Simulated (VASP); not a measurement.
# Ru (P6/mmm) in VASP: a series of runs, part 2 of 2

VASP 6.6.1. Earlier steps stand in the parts before.

## (4) Single point, PBE (11.01 Å³/atom)

This run uses another cell than the first one, of 11.01 Å³/atom.

INCAR reads:

```
ALGO     = Normal         # electronic algorithm
EDIFF    = 1E-6           # SCF threshold, eV
ENCUT    = 520            # plane-wave cutoff, eV
GGA      = PE             # functional
ISIF     = 2              # what is computed and relaxed
ISMEAR   = -1             # smearing method
LASPH    = True           # aspherical terms in the spheres
LCHARG   = False          # write CHGCAR
LREAL    = False          # projectors in reciprocal space
LWAVE    = False          # write WAVECAR
NBANDS   = 28             # bands
NELM     = 80             # most SCF steps
PREC     = Accurate       # precision mode
SIGMA    = 0.08           # smearing width, eV
```

KPOINTS reads:

```
k-points
0
Gamma
  9 9 13
```

POSCAR reads:

```
Ru
1.0
    3.9494787661      0.0000000000      0.0000000000
   -1.9747393831      3.4203489432      0.0000000000
    0.0000000000      0.0000000000      2.4455575740
Ru
3
Direct
    0.0000000000      0.0000000000      0.0000000000
    0.3333333333      0.6666666667      0.5000000000
    0.6666666667      0.3333333333      0.5000000000
```

Potentials or basis: VASP PAW PBE potentials, release 64 (Ru_pv).

Launch:

```sh
$ cat potpaw_PBE.64/Ru_pv/POTCAR > POTCAR
$ mpirun -np 1 vasp_std > vasp.out
```

OUTCAR:

```text
EDIFF = 1E-6
   ENCUT = 520
   GGA = PE
   ISIF = 2
   ISMEAR = -1
   LASPH = True
   LREAL = False
   NELM = 80
   PREC = Accurate

 ion  position               nearest neighbor table
   1  0.000  0.000  0.000-   2 2.59   3 2.59   2 2.59   3 2.59   3 2.59   3 2.59   2 2.59   2 2.59
                             3 2.59   3 2.59   2 2.59   2 2.59
   2  0.333  0.667  0.500-   3 2.28   3 2.28   3 2.28   1 2.59   1 2.59   1 2.59   1 2.59   1 2.59
                             1 2.59   3 3.34   3 3.34   3 3.34   3 3.34   3 3.34   3 3.34
   3  0.667  0.333  0.500-   2 2.28   2 2.28   2 2.28   1 2.59   1 2.59   1 2.59   1 2.59   1 2.59
                             1 2.59   2 3.34   2 3.34   2 3.34   2 3.34   2 3.34   2 3.34

  LATTYP: Found a hexagonal cell.
 ALAT       =     3.9494787661
 C/A-ratio  =     0.6192102095

  Lattice vectors:

 A1 = (   3.9494787661,   0.0000000000,   0.0000000000)
 A2 = (  -1.9747393831,   3.4203489432,   0.0000000000)
 A3 = (   0.0000000000,   0.0000000000,   2.4455575740)

Analysis of symmetry for initial positions (statically):
=====================================================================
 Subroutine PRICEL returns:
 Original cell was already a primitive cell.

 Routine SETGRP: Setting up the symmetry group for a
 hexagonal supercell.

 Subroutine GETGRP returns: Found 24 space group operations
 (whereof 24 operations were pure point group operations)
 out of a pool of 24 trial point group operations.

The static configuration has the point symmetry D_6h.

Analysis of symmetry for dynamics (positions and initial velocities):
=====================================================================
 Subroutine PRICEL returns:
 Original cell was already a primitive cell.

 Routine SETGRP: Setting up the symmetry group for a
 hexagonal supercell.

 Subroutine GETGRP returns: Found 24 space group operations
 (whereof 24 operations were pure point group operations)
 out of a pool of 24 trial point group operations.

The dynamic configuration has the point symmetry D_6h.

 Subroutine INISYM returns: Found 24 space group operations
 (whereof 24 operations are pure point group operations),
 and found     1 'primitive' translations

----------------------------------------------------------------------------------------

                                     Primitive cell

  volume of cell :      33.0360

  direct lattice vectors                    reciprocal lattice vectors
     3.949478766  0.000000000  0.000000000     0.253197968  0.146183915  0.000000000
    -1.974739383  3.420348943  0.000000000     0.000000000  0.292367830  0.000000000
     0.000000000  0.000000000  2.445557574     0.000000000  0.000000000  0.408904706

  length of vectors
     3.949478766  3.949478766  2.445557574     0.292367830  0.292367830  0.408904706

  position of ions in fractional coordinates (direct lattice)
     0.000000000  0.000000000  0.000000000
     0.333333333  0.666666667  0.500000000
     0.666666667  0.333333333  0.500000000

  ion indices of the primitive-cell ions
   primitive index   ion index
                 1           1
                 2           2
                 3           3

----------------------------------------------------------------------------------------

 KPOINTS: k-points

Automatic generation of k-mesh.
 Grid dimensions read from file:
 generate k-points for:    9    9   13

 Generating k-lattice:

  Cartesian coordinates                     Fractional coordinates (reciprocal lattice)
     0.028133108  0.016242657  0.000000000     0.111111111 -0.000000000  0.000000000
     0.000000000  0.032485314  0.000000000     0.000000000  0.111111111  0.000000000
     0.000000000  0.000000000  0.031454208     0.000000000  0.000000000  0.076923077

  Length of vectors
     0.032485314  0.032485314  0.031454208

  Shift w.r.t. Gamma in fractional coordinates (k-lattice)
     0.000000000  0.000000000  0.000000000

 Subroutine IBZKPT returns following result:
 ===========================================

 Found     84 irreducible k-points:

 Following reciprocal coordinates:
            Coordinates               Weight
  0.000000  0.000000  0.000000      1.000000
  0.111111  0.000000  0.000000      6.000000
  0.222222  0.000000  0.000000      6.000000
  0.333333  0.000000  0.000000      6.000000
  0.444444  0.000000  0.000000      6.000000
  0.111111  0.111111  0.000000      6.000000
[... 16 lines left out ...]
  0.333333  0.222222  0.076923     24.000000
  0.333333  0.333333  0.076923      4.000000
 [... further k-points ...]
   k-points           NKPTS =     84   k-points in BZ     NKDIM =     84   number of bands    NBANDS=     28
   number of dos      NEDOS =    301   number of ions     NIONS =      3
   total plane-waves  NPLWV =  16200
   dimension x,y,z NGX =    30 NGY =   30 NGZ =   18
   dimension x,y,z NGXF=    60 NGYF=   60 NGZF=   36
   ions per type =               3
   NGX,Y,Z   is equivalent  to a cutoff of  12.63, 12.63, 12.24 a.u.
   NGXF,Y,Z  is equivalent  to a cutoff of  25.26, 25.26, 24.47 a.u.
 SYSTEM =  unknown system
   PREC   = accura    normal or accurate (medium, high low for compatibility)
   ISTART =      0    job   : 0-new  1-cont  2-samecut
   ICHARG =      2    charge: 1-file 2-atom 10-const
   ISPIN  =      1    spin polarized calculation?
   LNONCOLLINEAR =      F non collinear calculations
   LSORBIT =      F    spin-orbit coupling
   LASPH  =      T    aspherical Exc in radial PAW
   ENCUT  =  520.0 eV  38.22 Ry    6.18 a.u.   7.34  7.34  4.55*2*pi/ulx,y,z
   NELM   =     80;   NELMIN=  2; NELMDL= -5     # of ELM steps
   EDIFF  = 0.1E-05   stopping-criterion for ELM
   LREAL  =      F    real-space projection
   EDIFFG = 0.1E-04   stopping-criterion for IOM
   NSW    =      0    number of steps for IOM
   IBRION =     -1    ionic relax: 0-MD 1-quasi-New 2-CG
   NFREE  =      0    steps in history (QN), initial steepest desc. (CG)
   ISIF   =      2    stress and relaxation
   ISYM   =      2    0-nonsym 1-usesym 2-fastsym
   POTIM  = 0.5000    time-step for ionic-motion
   TEBEG  =    0.0;   TEEND  =   0.0 temperature during run
   PSTRESS=    0.0 pullay stress
   NELECT =      42.0000    total number of electrons
   NUPDOWN=      -1.0000    fix difference up-down
   EMIN   =  10.00;   EMAX   =-10.00  energy-range for DOS
   EFERMI =   0.00;   METHOD = LEGACY
   ISMEAR =    -1;   SIGMA  =   0.08  broadening in eV -4-tet -1-fermi 0-gaus
   EFERMI_NEDOS =   21; number of points for ismear=-14 and -15
   IALGO  =     38    algorithm
   IMIX   =      4    mixing-type and parameters
     AMIX     =   0.40;   BMIX     =  1.00
     AMIX_MAG =   1.60;   BMIX_MAG =  1.00
  volume/ion in A,a.u.               =      11.01        74.31
  Fermi-wavevector in a.u.,A,eV,Ry     =   1.773489  3.351409 42.793917  3.145264
  Thomas-Fermi vector in A             =   2.839672
   LORBIT       =      0    0 simple, 1 ext, 2 COOP (PROOUT), +10 PAW based schemes
   GGA     = PE    functional components
[... 5 lines left out ...]
 non-spin polarized calculation
  energy-cutoff  :      520.00
  volume of cell :       33.04
 maximum number of plane-waves:       917
 NGX is ok and might be reduce to    30
   NGX = 15   NGY = 15   NGZ =  9

 number of electron      42.0000032 magnetization

 Free energy of the ion-electron system (eV)
  ---------------------------------------------------
  ext. energy  EPLUGINS =         0.00000000
  ---------------------------------------------------
  free energy    TOTEN  =       -23.93813999 eV

  energy without entropy =      -23.88233488  energy(sigma->0) =      -23.91023743

 E-fermi :  17.3342     XC(G=0): -15.4400

 val. band max:       17.3107055389   @ k =   0.3333   0.1111   0.0000
 cond. band min:      17.3345368193   @ k =   0.1111   0.0000   0.3077
 fundamental gap:      0.0238312805
 Fermi energy:        17.3341692986

 k-point     1 :       0.0000    0.0000    0.0000
  band No.  band energies     occupation
      1     -27.2842      2.00000
      2     -27.2842      2.00000
      3     -26.6692      2.00000
      4     -26.6692      2.00000
      5     -25.9537      2.00000
      6     -25.4308      2.00000
[... 20 lines left out ...]
     27      27.4197      0.00000
[... 691 lines left out ...]
      6     -25.6791      2.00000
[... 20 lines left out ...]
     27      19.5062      0.00000
     28      27.4206      0.00000

 [... further k-points ...]

------------------------ aborting loop because EDIFF is reached ----------------------------------------

  FORCE on cell =-STRESS in cart. coord.  units (eV):
  Direction    XX          YY          ZZ          XY          YZ          ZX
  --------------------------------------------------------------------------------------
  -------------------------------------------------------------------------------------
  Total       27.1485654     27.1485654     27.0154528     -0.0000000      0.0000000      0.0000000
  in kB     1316.6470739   1316.6470739   1310.1913985     -0.0000000      0.0000000      0.0000000
  external PRESSURE =    1314.4951821 kB  Pullay stress =       0.0000000 kB

 VOLUME and BASIS-vectors are now :
 -----------------------------------------------------------------------------
  energy-cutoff  :      520.00
  volume of cell :       33.04
      direct lattice vectors                 reciprocal lattice vectors
     3.949478766  0.000000000  0.000000000     0.253197968  0.146183915  0.000000000
    -1.974739383  3.420348943  0.000000000     0.000000000  0.292367830  0.000000000
     0.000000000  0.000000000  2.445557574     0.000000000  0.000000000  0.408904706

 POSITION                                       TOTAL-FORCE (eV/Angst)
 -----------------------------------------------------------------------------------
      0.00000      0.00000      0.00000        -0.000000      0.000000      0.000000
     -0.00000      2.28023      1.22278        -0.000000     -0.000000      0.000000
      1.97474      1.14012      1.22278         0.000000      0.000000      0.000000
 -----------------------------------------------------------------------------------
    total drift:                               -0.000000      0.000000      0.000000

  FREE ENERGIE OF THE ION-ELECTRON SYSTEM (eV)
  ---------------------------------------------------
  free  energy   TOTEN  =       -23.9381399906 eV

  energy  without entropy=      -23.8823348790  energy(sigma->0) =      -23.91023743
```

It took 26 s on 1 thread of Intel Xeon 6975P-C (Granite Rapids), shared host; peak memory 0.18 GiB.

What came out:

```yaml
Free_energy: -23.9381 eV
Pressure: 131.4 GPa
Band_gap_on_the_k_mesh: zero (bands 21 and 22 overlap by 3.25 eV)
```

Stress tensor (GPa, compression positive):
```
131.66   0.00   0.00
  0.00 131.66   0.00
  0.00   0.00 131.02
```

Levels at points of the mesh, in eV from the Fermi level:
| k point | band 18 | band 19 | band 20 | band 21 | band 22 | band 23 | band 24 | band 25 |
| --- | --- | --- | --- | --- | --- | --- | --- | --- |
| (0.00, 0.00, 0.00) | -3.05 | -3.05 | -1.94 | -1.94 | -1.84 | -1.84 | 2.47 | 2.47 |

Caveat: the cell stands under pressure.
